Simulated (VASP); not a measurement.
Crystal: ScAl2As3.

```xyz
6
Lattice="2.5772 -4.6533 -0.0329 2.4802 4.5998 0.0656 0.0303 0.0503 4.7756" Properties=species:S:1:pos:R:3 pbc="T T T"
Sc    2.5642    0.0957    0.0729
Al    1.3931    2.3431    2.4528
Al    1.1826   -2.3180    2.3706
As    2.5561    3.1155    0.0429
As    2.5752   -3.1587    0.0138
As   -0.0362    0.0666    2.4409
```

```yaml
Program: VASP 6.6.1
Task: relaxation of cell and atoms
Functional: PBEsol
Potentials_or_basis: VASP PAW PBE potentials, release 64 (Sc_sv, Al, As)
Cutoff: 600 eV
k_mesh: 4 × 4 × 4
Occupations: fermi-dirac, width 0.05 eV
Spin: no spin polarisation
```

At the start: pressure 3.1 GPa; volume 18.62 Å³/atom.

**Question.** Where does the relaxation end?

**Answer.** Over 76 steps the energy falls by 363.4 meV/atom and the volume is 18.60 Å³/atom (-0.1 %); space group P1 (No. 1, to 0.1 Å) before and after.

The path:
```csv
step,energy change (eV),largest force (eV/Å),pressure (GPa),volume (Å³)
1,0.0000,3.1607,3.08,111.71
3,-0.3815,0.5400,-1.52,116.14
5,-0.4401,0.4089,0.96,112.36
7,-0.4783,0.4076,0.00,113.73
9,-0.6308,0.6074,-1.39,115.78
11,-0.7343,0.6752,-2.03,117.64
13,-0.7919,0.7525,-1.39,116.92
15,-0.8860,0.6953,-0.18,115.45
17,-1.0735,0.9729,2.04,112.32
19,-1.2932,1.4012,-0.74,115.88
21,-1.5106,1.0971,-1.66,116.48
23,-1.8994,0.6753,0.36,112.24
25,-2.0489,0.4001,-0.18,112.80
27,-2.1121,0.2569,-0.03,112.86
29,-2.1461,0.1977,-0.24,113.23
31,-2.1579,0.1153,0.35,112.39
33,-2.1643,0.1022,-0.05,112.79
35,-2.1693,0.0881,0.03,112.56
37,-2.1720,0.0505,-0.26,112.80
39,-2.1732,0.0548,0.11,112.31
41,-2.1741,0.0439,0.00,112.43
43,-2.1752,0.0446,0.01,112.40
45,-2.1760,0.0237,-0.05,112.46
47,-2.1762,0.0196,-0.02,112.40
49,-2.1764,0.0230,0.01,112.33
51,-2.1767,0.0243,-0.01,112.23
53,-2.1768,0.0564,0.17,111.75
55,-2.1772,0.0370,0.04,111.99
57,-2.1777,0.0373,-0.29,112.19
59,-2.1778,0.0365,-0.20,112.12
61,-2.1786,0.0427,-0.10,111.86
63,-2.1788,0.0516,-0.04,111.73
65,-2.1797,0.0298,0.12,111.46
67,-2.1800,0.0229,0.01,111.56
69,-2.1800,0.0152,-0.02,111.61
71,-2.1802,0.0126,0.01,111.56
73,-2.1802,0.0127,0.02,111.55
75,-2.1803,0.0114,-0.03,111.60
76,-2.1803,0.0078,-0.01,111.58
```

Final structure:
```
Sc Al As
1.0
     2.55258   -4.25048    0.15623
     2.54202    4.21549    0.17308
     0.26558    0.01018    5.19119
Sc Al As
1 2 3
Direct
  0.59063 0.60575 0.08264
  0.01504 0.36951 0.46241
  0.35890 0.02530 0.47429
  0.34767 0.99621 0.97920
  0.92564 0.28816 0.97496
  0.75817 0.74892 0.56059
```

Caveat: the PAW data sets were made with another functional, which shifts forces and pressure a little.
